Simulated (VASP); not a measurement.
# CaO (Fm-3m) in VASP: a series of runs

Runs on CaO. Level: PBE. Tasks: single point.

Program: VASP 6.6.1. These are calculated values, not measurements. Logs are shortened: lines on timing, memory, paths and dates and some standing lists are left out, and cuts for length are marked.

## (1) The cell of the first run

Symmetry: Fm-3m, No. 225, cubic system. The conventional cell has a = 4.898 Å, b = 4.898 Å, c = 4.898 Å, α = 90.00°, β = 90.00°, γ = 90.00°. Ca (site symmetry m-3m) has 6 O at 2.45 Å within 3.2 Å. O (site symmetry m-3m) has 6 Ca at 2.45 Å within 3.2 Å.

## (2) Single point, PBE

File INCAR:

```
SYSTEM = CaO
ALGO     = Normal         ! electronic algorithm
EDIFF    = 1E-6           ! SCF threshold, eV
ENCUT    = 520            ! plane-wave cutoff, eV
GGA      = PE             ! functional
ISIF     = 2              ! what is computed and relaxed
ISMEAR   = 0              ! smearing method
LASPH    = .True.         ! aspherical terms in the spheres
LCHARG   = .False.        ! write CHGCAR
LREAL    = .False.        ! projectors in reciprocal space
LWAVE    = .False.        ! write WAVECAR
NBANDS   = 15             ! bands
NELM     = 80             ! most SCF steps
PREC     = Accurate       ! precision mode
SIGMA    = 0.1            ! smearing width, eV
```

File KPOINTS:

```
k-points
0
Gamma
  6 6 6
  0 0 0
```

File POSCAR:

```
CaO
1.0
    0.0000000000      2.4490000000      2.4490000000
    2.4490000000      0.0000000000      2.4490000000
    2.4490000000      2.4490000000      0.0000000000
Ca O
1 1
Direct
    0.0000000000      0.0000000000      0.0000000000
    0.5000000000      0.5000000000      0.5000000000
```

Potentials or basis: VASP PAW PBE potentials, release 64 (Ca_sv, O).

Started as:

```console
$ cat potpaw_PBE.64/Ca_sv/POTCAR potpaw_PBE.64/O/POTCAR > POTCAR
$ mpirun -np 1 vasp_std > vasp.out
```

OUTCAR:

```text
SYSTEM = CaO
   EDIFF = 1E-6
   ENCUT = 520
   GGA = PE
   ISIF = 2
   ISMEAR = 0
   LASPH = .True.
   LREAL = .False.
   NELM = 80
   PREC = Accurate

 ion  position               nearest neighbor table
   1  0.000  0.000  0.000-   2 2.45   2 2.45   2 2.45   2 2.45   2 2.45   2 2.45
   2  0.500  0.500  0.500-   1 2.45   1 2.45   1 2.45   1 2.45   1 2.45   1 2.45

  LATTYP: Found a face centered cubic cell.
 ALAT       =     4.8980000000

  Lattice vectors:

 A1 = (   0.0000000000,   2.4490000000,   2.4490000000)
 A2 = (   2.4490000000,   0.0000000000,   2.4490000000)
 A3 = (   2.4490000000,   2.4490000000,   0.0000000000)

Analysis of symmetry for initial positions (statically):
=====================================================================
 Subroutine PRICEL returns:
 Original cell was already a primitive cell.

 Routine SETGRP: Setting up the symmetry group for a
 face centered cubic supercell.

 Subroutine GETGRP returns: Found 48 space group operations
 (whereof 48 operations were pure point group operations)
 out of a pool of 48 trial point group operations.

The static configuration has the point symmetry O_h .

Analysis of symmetry for dynamics (positions and initial velocities):
=====================================================================
 Subroutine PRICEL returns:
 Original cell was already a primitive cell.

 Routine SETGRP: Setting up the symmetry group for a
 face centered cubic supercell.

 Subroutine GETGRP returns: Found 48 space group operations
 (whereof 48 operations were pure point group operations)
 out of a pool of 48 trial point group operations.

The dynamic configuration has the point symmetry O_h .

 Subroutine INISYM returns: Found 48 space group operations
 (whereof 48 operations are pure point group operations),
 and found     1 'primitive' translations

----------------------------------------------------------------------------------------

                                     Primitive cell

  volume of cell :      29.3762

  direct lattice vectors                    reciprocal lattice vectors
     0.000000000  2.449000000  2.449000000    -0.204164965  0.204164965  0.204164965
     2.449000000  0.000000000  2.449000000     0.204164965 -0.204164965  0.204164965
     2.449000000  2.449000000  0.000000000     0.204164965  0.204164965 -0.204164965

  length of vectors
     3.463409014  3.463409014  3.463409014     0.353624093  0.353624093  0.353624093
[... 81 lines left out ...]
   TEBEG  =    0.0;   TEEND  =   0.0 temperature during run
   PSTRESS=    0.0 pullay stress
   NELECT =      16.0000    total number of electrons
   NUPDOWN=      -1.0000    fix difference up-down
   EMIN   =  10.00;   EMAX   =-10.00  energy-range for DOS
   EFERMI =   0.00;   METHOD = LEGACY
   ISMEAR =     0;   SIGMA  =   0.10  broadening in eV -4-tet -1-fermi 0-gaus
   EFERMI_NEDOS =   21; number of points for ismear=-14 and -15
   IALGO  =     38    algorithm
   IMIX   =      4    mixing-type and parameters
     AMIX     =   0.40;   BMIX     =  1.00
     AMIX_MAG =   1.60;   BMIX_MAG =  1.00
  volume/ion in A,a.u.               =      14.69        99.12
  Fermi-wavevector in a.u.,A,eV,Ry     =   1.336953  2.526474 24.319632  1.787443
  Thomas-Fermi vector in A             =   2.465539
   LORBIT       =      0    0 simple, 1 ext, 2 COOP (PROOUT), +10 PAW based schemes
   GGA     = PE    functional components
   LHFCALC =     F    Hartree Fock is set to
   AEXX    =    0.0000 exact exchange contribution
   IVDW    =     0    specifies the selected vdW correction
   LEPSILON=     F    determine dielectric tensor
   LRPA    =     F    only Hartree local field effects (RPA)
 non-spin polarized calculation
 Gauss-broadening in eV      SIGMA  =   0.10
  energy-cutoff  :      520.00
  volume of cell :       29.38
 maximum number of plane-waves:       805
 NGX is ok and might be reduce to    28
   NGX = 13   NGY = 13   NGZ = 13

 number of electron      16.0000005 magnetization

 Free energy of the ion-electron system (eV)
  ---------------------------------------------------
  ext. energy  EPLUGINS =         0.00000000
  ---------------------------------------------------
  free energy    TOTEN  =       -12.79476018 eV

  energy without entropy =      -12.79476018  energy(sigma->0) =      -12.79476018

 E-fermi :   2.4990     XC(G=0): -10.2027

 val. band max:        2.0394378474   @ k =   0.0000   0.0000   0.0000
 cond. band min:       5.6826689669   @ k =   0.5000   0.5000   0.0000
 fundamental gap:      3.6432311195
 Fermi energy:         2.4989658625

 k-point     1 :       0.0000    0.0000    0.0000
  band No.  band energies     occupation
      1     -35.8363      2.00000
      2     -16.6366      2.00000
      3     -16.6366      2.00000
      4     -16.6366      2.00000
      5     -13.3841      2.00000
      6       2.0394      2.00000
      7       2.0394      2.00000
      8       2.0394      2.00000
      9       6.3077      0.00000
     10       8.1200      0.00000
     11       8.1200      0.00000
     12       8.1200      0.00000
     13       9.5274      0.00000
     14       9.5274      0.00000
[... 257 lines left out ...]
      2     -17.0555      2.00000
      3     -16.9323      2.00000
      4     -16.9022      2.00000
      5     -12.9259      2.00000
      6       0.8252      2.00000
      7       1.0291      2.00000
      8       1.2386      2.00000
      9       6.9715      0.00000
     10       9.4394      0.00000
     11       9.9827      0.00000
     12      11.1950      0.00000
     13      11.3343      0.00000
     14      14.3701      0.00000
     15      14.9496      0.00000

------------------------ aborting loop because EDIFF is reached ----------------------------------------

  FORCE on cell =-STRESS in cart. coord.  units (eV):
  Direction    XX          YY          ZZ          XY          YZ          ZX
  --------------------------------------------------------------------------------------
  -------------------------------------------------------------------------------------
  Total       -0.6527815     -0.6527815     -0.6527815      0.0000000      0.0000000     -0.0000000
  in kB      -35.6026271    -35.6026271    -35.6026271      0.0000000      0.0000000     -0.0000000
  external PRESSURE =     -35.6026271 kB  Pullay stress =       0.0000000 kB

 VOLUME and BASIS-vectors are now :
 -----------------------------------------------------------------------------
  energy-cutoff  :      520.00
  volume of cell :       29.38
      direct lattice vectors                 reciprocal lattice vectors
     0.000000000  2.449000000  2.449000000    -0.204164965  0.204164965  0.204164965
     2.449000000  0.000000000  2.449000000     0.204164965 -0.204164965  0.204164965
     2.449000000  2.449000000  0.000000000     0.204164965  0.204164965 -0.204164965

 POSITION                                       TOTAL-FORCE (eV/Angst)
 -----------------------------------------------------------------------------------
      0.00000      0.00000      0.00000        -0.000000     -0.000000     -0.000000
      2.44900      2.44900      2.44900         0.000000      0.000000      0.000000
 -----------------------------------------------------------------------------------
    total drift:                                0.000000      0.000000      0.000000

  FREE ENERGIE OF THE ION-ELECTRON SYSTEM (eV)
  ---------------------------------------------------
  free  energy   TOTEN  =       -12.7947601836 eV

  energy  without entropy=      -12.7947601836  energy(sigma->0) =      -12.79476018
```

stdout:

```text
POSCAR found type information on POSCAR CaO
 POSCAR found :  2 types and       2 ions
 scaLAPACK will be used
 LDA part: xc-table for (Slater+PW92), standard interpolation
 POSCAR, INCAR and KPOINTS ok, starting setup
 FFT: planning ... GRIDC
 FFT: planning ... GRID_SOFT
 FFT: planning ... GRID
 WAVECAR not read
 entering main loop
```

Run time: 5.7 s. Hardware: 1 thread of Intel Xeon Platinum 8488C (Sapphire Rapids), shared host; peak memory 0.15 GiB.

Results:

```
Free energy            : -12.7948 eV
Pressure               : -3.6 GPa
Band gap on the k mesh : 3.64 eV, indirect (least direct gap 4.03 eV)
```

A k mesh can miss the band edges. Expect the measured gap to be larger: semilocal functionals such as PBE lack the derivative discontinuity.

## (3) Single point, PBE

This run uses another cell than the first one, of 14.09 Å³/atom, 0.959 times its volume.

File INCAR:

```
PREC = Accurate
ENCUT = 520
EDIFF = 1E-6
ISMEAR = 0
SIGMA = 0.02
LREAL = F
LASPH = T
NELM = 60
ALGO = Normal
ISIF = 2
LWAVE = F
LCHARG = F
GGA = PE
NBANDS = 15
```

File KPOINTS:

```
regular mesh
0
Gamma
  8 8 8
```

File POSCAR:

```
CaO
1.0
    0.0000000000      2.4154595357      2.4154595357
    2.4154595357      0.0000000000      2.4154595357
    2.4154595357      2.4154595357      0.0000000000
Ca O
1 1
Direct
    0.0000000000      0.0000000000      0.0000000000
    0.5000000000      0.5000000000      0.5000000000
```

Potentials or basis: VASP PAW PBE potentials, release 64 (Ca_sv, O).

Started as:

```console
$ cat potpaw_PBE.64/Ca_sv/POTCAR potpaw_PBE.64/O/POTCAR > POTCAR
$ mpirun -np 1 vasp_std > vasp.out
```

OUTCAR:

```text
PREC = Accurate
   ENCUT = 520
   EDIFF = 1E-6
   ISMEAR = 0
   LREAL = F
   LASPH = T
   NELM = 60
   ISIF = 2
   GGA = PE

 ion  position               nearest neighbor table
   1  0.000  0.000  0.000-   2 2.42   2 2.42   2 2.42   2 2.42   2 2.42   2 2.42
   2  0.500  0.500  0.500-   1 2.42   1 2.42   1 2.42   1 2.42   1 2.42   1 2.42

  LATTYP: Found a face centered cubic cell.
 ALAT       =     4.8309190714

  Lattice vectors:

 A1 = (   0.0000000000,   2.4154595357,   2.4154595357)
 A2 = (   2.4154595357,   0.0000000000,   2.4154595357)
 A3 = (   2.4154595357,   2.4154595357,   0.0000000000)

Analysis of symmetry for initial positions (statically):
=====================================================================
 Subroutine PRICEL returns:
 Original cell was already a primitive cell.

 Routine SETGRP: Setting up the symmetry group for a
 face centered cubic supercell.

 Subroutine GETGRP returns: Found 48 space group operations
 (whereof 48 operations were pure point group operations)
 out of a pool of 48 trial point group operations.

The static configuration has the point symmetry O_h .

Analysis of symmetry for dynamics (positions and initial velocities):
=====================================================================
 Subroutine PRICEL returns:
 Original cell was already a primitive cell.

 Routine SETGRP: Setting up the symmetry group for a
 face centered cubic supercell.

 Subroutine GETGRP returns: Found 48 space group operations
 (whereof 48 operations were pure point group operations)
 out of a pool of 48 trial point group operations.

The dynamic configuration has the point symmetry O_h .

 Subroutine INISYM returns: Found 48 space group operations
 (whereof 48 operations are pure point group operations),
 and found     1 'primitive' translations

----------------------------------------------------------------------------------------

                                     Primitive cell

[... 114 lines left out ...]
   LORBIT       =      0    0 simple, 1 ext, 2 COOP (PROOUT), +10 PAW based schemes
   GGA     = PE    functional components
   LHFCALC =     F    Hartree Fock is set to
   AEXX    =    0.0000 exact exchange contribution
   IVDW    =     0    specifies the selected vdW correction
   LEPSILON=     F    determine dielectric tensor
   LRPA    =     F    only Hartree local field effects (RPA)
 non-spin polarized calculation
 Gauss-broadening in eV      SIGMA  =   0.02
  energy-cutoff  :      520.00
  volume of cell :       28.19
 maximum number of plane-waves:       775
 NGX is ok and might be reduce to    28
   NGX = 13   NGY = 13   NGZ = 13

 number of electron      15.9999999 magnetization

 Free energy of the ion-electron system (eV)
  ---------------------------------------------------
  ext. energy  EPLUGINS =         0.00000000
  ---------------------------------------------------
  free energy    TOTEN  =       -12.80532241 eV

  energy without entropy =      -12.80532241  energy(sigma->0) =      -12.80532241

 E-fermi :   2.5186     XC(G=0): -10.4012

 val. band max:        2.2642997857   @ k =   0.0000   0.0000   0.0000
 cond. band min:       5.9033862594   @ k =   0.5000   0.5000   0.0000
 fundamental gap:      3.6390864737
 Fermi energy:         2.5186334823

 k-point     1 :       0.0000    0.0000    0.0000
  band No.  band energies     occupation
      1     -35.4359      2.00000
      2     -16.2106      2.00000
      3     -16.2106      2.00000
      4     -16.2106      2.00000
      5     -13.2384      2.00000
      6       2.2643      2.00000
      7       2.2643      2.00000
      8       2.2643      2.00000
      9       6.8544      0.00000
     10       8.4515      0.00000
     11       8.4515      0.00000
     12       8.4515      0.00000
     13       9.9287      0.00000
     14       9.9287      0.00000
[... 401 lines left out ...]
      2     -17.0441      2.00000
      3     -16.4374      2.00000
      4     -16.3298      2.00000
      5     -12.3670      2.00000
      6       0.2373      2.00000
      7       1.1511      2.00000
      8       1.2295      2.00000
      9       8.9523      0.00000
     10       9.0313      0.00000
     11      10.9307      0.00000
     12      11.0868      0.00000
     13      12.3498      0.00000
     14      14.0340      0.00000
     15      15.8959      0.00000

 [... further k-points ...]
[... 5 lines left out ...]
  --------------------------------------------------------------------------------------
  -------------------------------------------------------------------------------------
  Total        0.0926553      0.0926553      0.0926553      0.0000000      0.0000000      0.0000000
  in kB        5.2668563      5.2668563      5.2668563      0.0000000      0.0000000      0.0000000
  external PRESSURE =       5.2668563 kB  Pullay stress =       0.0000000 kB

 VOLUME and BASIS-vectors are now :
 -----------------------------------------------------------------------------
  energy-cutoff  :      520.00
  volume of cell :       28.19
      direct lattice vectors                 reciprocal lattice vectors
     0.000000000  2.415459536  2.415459536    -0.206999949  0.206999949  0.206999949
     2.415459536  0.000000000  2.415459536     0.206999949 -0.206999949  0.206999949
     2.415459536  2.415459536  0.000000000     0.206999949  0.206999949 -0.206999949

 POSITION                                       TOTAL-FORCE (eV/Angst)
 -----------------------------------------------------------------------------------
      0.00000      0.00000      0.00000         0.000000      0.000000      0.000000
      2.41546      2.41546      2.41546        -0.000000     -0.000000     -0.000000
 -----------------------------------------------------------------------------------
    total drift:                                0.000000      0.000000      0.000000

  FREE ENERGIE OF THE ION-ELECTRON SYSTEM (eV)
  ---------------------------------------------------
  free  energy   TOTEN  =       -12.8053224116 eV

  energy  without entropy=      -12.8053224116  energy(sigma->0) =      -12.80532241
```

Run time: 11 s. Hardware: 1 thread of Intel Xeon Platinum 8259CL at 2.50GHz (Skylake/Cascade Lake), shared host; peak memory 0.16 GiB.

Results:

* Free energy: -12.8053 eV
* Pressure: 0.5 GPa
* Band gap on the k mesh: 3.64 eV, indirect (least direct gap 4.02 eV)

Levels at points of the mesh, in eV from the valence-band top:
| k point | band 6 | band 7 | band 8 | band 9 | band 10 | band 11 |
| --- | --- | --- | --- | --- | --- | --- |
| (0.00, 0.00, 0.00) | 0.00 | 0.00 | 0.00 | 4.59 | 6.19 | 6.19 |
| (0.50, 0.00, 0.00) | -2.60 | -1.17 | -1.17 | 6.98 | 8.27 | 8.27 |
| (0.50, 0.50, 0.00) | -1.31 | -0.38 | -0.38 | 3.64 | 7.93 | 8.81 |
